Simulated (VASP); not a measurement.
**KMgF3: single point with PBE**

KMgF3:

```
CELL_PARAMETERS angstrom
6.31980 0.00000 0.00000
-3.15990 5.47311 0.00000
0.00000 0.00000 4.56913
ATOMIC_POSITIONS crystal
K 0.00000 0.00000 0.50000
K 0.00000 0.00000 0.00000
Mg 0.33333 0.66667 0.75000
Mg 0.66667 0.33333 0.25000
F 0.19914 0.39828 0.25000
F 0.80086 0.19914 0.75000
F 0.80086 0.60172 0.75000
F 0.19914 0.80086 0.25000
F 0.60172 0.80086 0.25000
F 0.39828 0.19914 0.75000
```

```json
{
  "Program": "VASP 6.6.1",
  "Task": "single point",
  "Functional": "PBE",
  "Potentials or basis": "VASP PAW PBE potentials, release 64 (K_sv, Mg_sv, F)",
  "Cutoff": "840 eV",
  "k mesh": "6 × 6 × 6",
  "Occupations": "gaussian, width 0.02 eV",
  "Spin": "no spin polarisation"
}
```

```yaml
Pressure: 0.5 GPa
Largest_force: 0.041 eV/Å
Band_gap_on_the_k_mesh: 2.12 eV
```

Forces on the atoms (eV/Å):
```
K    0.000  0.000  0.000
K    0.000  0.000  0.000
Mg   0.000  0.000  0.000
Mg   0.000  0.000  0.000
F    0.000  0.041  0.000
F   -0.035  0.020  0.000
F    0.000 -0.041  0.000
F    0.035 -0.020  0.000
F   -0.035 -0.020  0.000
F    0.035  0.020  0.000
```

Stress tensor (GPa, compression positive):
```
0.16 0.00 0.00
0.00 0.16 0.00
0.00 0.00 1.08
```

Levels at points of the mesh, in eV from the valence-band top:
| k point | band 37 | band 38 | band 39 | band 40 | band 41 | band 42 | band 43 | band 44 |
| --- | --- | --- | --- | --- | --- | --- | --- | --- |
| (0.00, 0.00, 0.00) | -0.60 | -0.12 | 0.00 | 0.00 | 2.12 | 4.19 | 7.03 | 7.03 |
| (0.50, 0.00, 0.00) | -0.40 | -0.39 | -0.12 | -0.04 | 3.41 | 3.83 | 6.29 | 6.98 |
| (0.00, 0.00, 0.50) | -0.20 | -0.20 | -0.20 | -0.20 | 4.22 | 4.22 | 8.21 | 8.21 |
| (0.50, 0.00, 0.50) | -0.23 | -0.23 | -0.18 | -0.18 | 4.61 | 4.61 | 7.08 | 7.08 |

Wall time 7.2 min on 1 thread of Intel(R) Xeon(R) Platinum 8259CL CPU @ 2.50GHz (Skylake/Cascade Lake), on a shared host, peak memory 0.64 GiB.

A k mesh can miss the band edges.
